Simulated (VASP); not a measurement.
Wanted: the native input for a VASP 6.6.1 run.

* Task: single point
* Functional: LDA
* Potentials or basis: VASP PAW LDA potentials, release 64 (Na_pv)
* Cutoff: 520 eV
* k mesh: 9 × 9 × 9
* Occupations: fermi-dirac, width 0.1 eV
* Spin: no spin polarisation
* Dipole correction: no
* Further INCAR settings: ALGO = Normal; EDIFF = 1e-06; NBANDS = 10

The structure of Na lies in POSCAR:

```
Na
1.0
   -2.0287155323      2.0287155323      2.0287155323
    2.0287155323     -2.0287155323      2.0287155323
    2.0287155323      2.0287155323     -2.0287155323
Na
1
Direct
    0.0000000000      0.0000000000      0.0000000000
```

One way to write it, as run:

INCAR

```
ALGO = Normal ; EDIFF = 1E-6
ENCUT = 520 ; ISIF = 2
ISMEAR = -1 ; LASPH = True
LCHARG = False ; LREAL = False
LWAVE = False ; NBANDS = 10
NELM = 80 ; PREC = Accurate
SIGMA = 0.1
```

KPOINTS

```
k-points
0
Gamma
  9 9 9
```

Potentials or basis: VASP PAW LDA potentials, release 64 (Na_pv).

Launch:

```sh
$ cat potpaw_LDA.64/Na_pv/POTCAR > POTCAR
$ mpirun -np 1 vasp_std > vasp.out
```

Results of the run:

| Property | Result |
| --- | --- |
| Pressure | -0.1 GPa |

Wall time 7.2 s on 1 thread of Intel(R) Xeon(R) Platinum 8259CL CPU @ 2.50GHz (Skylake/Cascade Lake), on a shared host, peak memory 0.13 GiB.
